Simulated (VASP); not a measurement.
La2MgSe4: electric field gradients with r2SCAN

Crystal: La2MgSe4.

```
CELL_PARAMETERS angstrom
0.00000 6.07624 6.07624
6.07624 0.00000 6.07624
6.07624 6.07624 0.00000
ATOMIC_POSITIONS crystal
La 0.12500 0.62500 0.12500
La 0.12500 0.12500 0.62500
La 0.62500 0.12500 0.12500
La 0.12500 0.12500 0.12500
Mg 0.50000 0.50000 0.50000
Mg 0.75000 0.75000 0.75000
Se 0.87682 0.87682 0.87682
Se 0.36954 0.87682 0.87682
Se 0.87682 0.36954 0.87682
Se 0.87682 0.87682 0.36954
Se 0.37318 0.37318 0.88046
Se 0.37318 0.88046 0.37318
Se 0.88046 0.37318 0.37318
Se 0.37318 0.37318 0.37318
```

| Quantity | Value |
| --- | --- |
| Program | VASP 6.6.1 |
| Task | electric field gradients |
| Functional | r2SCAN |
| Potentials or basis | VASP PAW PBE potentials, release 64 (La, Mg, Se) |
| Cutoff | 520 eV |
| k mesh | 4 × 4 × 4 |
| Occupations | fermi-dirac, width 0.02 eV |
| Spin | no spin polarisation |
| Dipole correction | no |
| Further INCAR settings | ALGO = Normal; EDIFF = 1e-08; NBANDS = 61 |

The pressure is -0.5 GPa. The largest force is 0.058 eV/Å. The band gap on the k mesh is 1.76 eV. The largest electric field gradient by atom is La +23.2; Mg +0.0; Se +86.5 V/Å².

Forces in eV/Å, atoms in the order of the input:
```
La   0.000  0.000  0.000
La   0.000  0.000  0.000
La   0.000  0.000  0.000
La   0.000  0.000  0.000
Mg   0.000  0.000  0.000
Mg   0.000  0.000  0.000
Se  -0.034 -0.034 -0.034
Se  -0.034  0.034  0.034
Se   0.034 -0.034  0.034
Se   0.034  0.034 -0.034
Se  -0.034 -0.034  0.034
Se  -0.034  0.034 -0.034
Se   0.034 -0.034 -0.034
Se   0.034  0.034  0.034
```

Levels at points of the mesh, in eV from the valence-band top:
```
           k point  band 46  band 47  band 48  band 49  band 50  band 51
(0.00, 0.00, 0.00)     0.00     0.00     0.00     1.76     2.53     2.53
(0.50, 0.00, 0.00)    -0.12    -0.12    -0.01     2.77     2.88     3.14
(0.50, 0.50, 0.00)    -0.56    -0.20    -0.20     2.78     2.78     3.38
```

Electric field gradients, principal values (V/Å²):
```
 atom    least   middle  greatest (by size)
 1 La  -11.595  -11.595              23.191
 2 La  -11.595  -11.595              23.191
 3 La  -11.595  -11.595              23.191
 4 La  -11.595  -11.595              23.191
 5 Mg    0.000    0.000               0.000
 6 Mg    0.000    0.000               0.000
 7 Se  -43.240  -43.240              86.480
 8 Se  -43.240  -43.240              86.480
 9 Se  -43.240  -43.240              86.480
10 Se  -43.240  -43.240              86.480
11 Se  -43.240  -43.240              86.480
12 Se  -43.240  -43.240              86.480
13 Se  -43.240  -43.240              86.480
14 Se  -43.240  -43.240              86.480
```

It took 33 min on 1 thread of Intel(R) Xeon(R) Platinum 8488C (Sapphire Rapids), on a shared host, peak memory 0.77 GiB.

Caveat: without QUAD_EFG the Cq values of the log hold for a quadrupole moment of 1 mb, not for the nuclei; the PAW data sets were made with another functional, which shifts forces and pressure a little; spin-orbit coupling is left out, which moves the levels of the heavy elements. A k mesh can miss the band edges.
